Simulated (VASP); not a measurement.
A run of VASP 6.6.1:

File INCAR:

```
PREC     = Accurate       # precision mode
ENCUT    = 600            # plane-wave cutoff, eV
EDIFF    = 1E-7           # SCF threshold, eV
ISMEAR   = -1             # smearing method
SIGMA    = 0.05           # smearing width, eV
LREAL    = F              # projectors in reciprocal space
LASPH    = T              # aspherical terms in the spheres
NELM     = 80             # most SCF steps
ALGO     = Normal         # electronic algorithm
ISIF     = 3              # what is computed and relaxed
LWAVE    = F              # write WAVECAR
LCHARG   = F              # write CHGCAR
GGA      = CA             # functional
IBRION   = 2              # ionic algorithm
NSW      = 60             # ionic steps
EDIFFG   = -0.005         # ionic threshold
```

File KPOINTS:

```
Automatic mesh
0
Gamma
  14 14 14
```

File POSCAR:

```
La
1.0
   -2.0084641287      2.0084641287      2.0084641287
    2.0084641287     -2.0084641287      2.0084641287
    2.0084641287      2.0084641287     -2.0084641287
La
1
Direct
    0.0000000000      0.0000000000      0.0000000000
```

Potentials or basis: VASP PAW LDA potentials, release 64 (La).

Launch:

```bash
$ cat potpaw_LDA.64/La/POTCAR > POTCAR
$ mpirun -np 1 vasp_std > vasp.out
```

Hardware: 1 thread of Intel(R) Xeon(R) 6975P-C (Granite Rapids), on a shared host.

Problem. Estimate the wall time of this run.

Solution. Wall time 32 s on 1 thread of Intel(R) Xeon(R) 6975P-C (Granite Rapids), with other jobs on the host, peak memory 0.19 GiB. Counts: scf iterations 24, k points 104, ion steps 3.
